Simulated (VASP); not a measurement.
## TaSi2: single point with PBE

TaSi2:

```xyz
6
Lattice="0.0000 4.2660 4.3306 2.3999 0.0000 4.3306 2.3999 4.2660 0.0000" Properties=species:S:1:pos:R:3 pbc="T T T"
Ta    1.1999    2.1330    2.1653
Ta    0.0000    0.0000    0.0000
Si    3.5998    7.6856    6.4959
Si    2.3999    2.9794    4.3306
Si    2.3999    5.5526    4.3306
Si    3.5998    5.1124    6.4959
```

```yaml
Program: VASP 6.6.1
Task: single point
Functional: PBE
Potentials_or_basis: VASP PAW PBE potentials, release 64 (Ta_pv, Si)
Cutoff: 520 eV
k_mesh: 10 × 10 × 10
Occupations: gaussian, width 0.1 eV
Spin: no spin polarisation
```

```json
{
  "Pressure": "0.1 GPa",
  "Largest force": "0.003 eV/Å",
  "Band gap on the k mesh": "zero (bands 19 and 20 overlap by 1.43 eV)"
}
```

Forces on the atoms (eV/Å):
```
Ta   0.000  0.000  0.000
Ta   0.000  0.000  0.000
Si   0.000 -0.003  0.000
Si   0.000  0.003  0.000
Si   0.000 -0.003  0.000
Si   0.000  0.003  0.000
```

Levels at points of the mesh, in eV from the Fermi level:
| k point | band 17 | band 18 | band 19 | band 20 | band 21 | band 22 |
| --- | --- | --- | --- | --- | --- | --- |
| (0.00, 0.00, 0.00) | -2.57 | -2.55 | -1.95 | 1.79 | 2.16 | 2.74 |
| (0.50, 0.00, 0.00) | -1.28 | -1.00 | -0.15 | 0.55 | 0.83 | 1.90 |
| (0.50, 0.50, 0.00) | -1.94 | -1.94 | -0.37 | -0.37 | 2.65 | 2.65 |
| (0.50, 0.00, 0.50) | -2.56 | -2.56 | 0.30 | 0.30 | 3.23 | 3.23 |
| (0.00, 0.50, 0.50) | -1.96 | -1.96 | -0.39 | -0.39 | 1.64 | 1.64 |

Run time: 6.5 min on 1 thread of Intel(R) Xeon(R) Platinum 8259CL CPU @ 2.50GHz (Skylake/Cascade Lake), with other jobs on the host, peak memory 0.49 GiB.

Caveat: spin-orbit coupling is left out, which moves the levels of the heavy elements.
